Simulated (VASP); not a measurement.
A run of VASP 6.6.1:

Contents of INCAR:

```
  PREC = Accurate
  ENCUT = 600
  EDIFF = 1E-6
  ISMEAR = -1
  SIGMA = 0.05
  LREAL = False
  LASPH = True
  NELM = 80
  ALGO = Normal
  ISIF = 3
  LWAVE = False
  LCHARG = False
  GGA = PS
  IBRION = 2
  NSW = 32
  EDIFFG = -0.005
  PSTRESS = 1400.0
```

Contents of KPOINTS:

```
regular mesh
0
Gamma
  23 23 13
```

Contents of POSCAR:

```
Be
1.0
    1.9007395683      0.0000000000      0.0000000000
   -0.9503697842      1.6460887521      0.0000000000
    0.0000000000      0.0000000000      3.0455748580
Be
2
Direct
    0.3333333333      0.6666666667      0.2500000000
    0.6666666667      0.3333333333      0.7500000000
```

Potentials or basis: VASP PAW PBE potentials, release 64 (Be).

Run with:

```sh
$ cat potpaw_PBE.64/Be/POTCAR > POTCAR
$ mpirun -np 1 vasp_std > vasp.out
```

Hardware: 1 thread of Intel Xeon 8259CL, on a shared host.

Question: How long does it take, and how much memory?

Answer: Wall time 26 s on 1 thread of Intel Xeon 8259CL (shared host), peak memory 0.14 GiB. Counts: scf iterations 16, k points 392, ion steps 3.
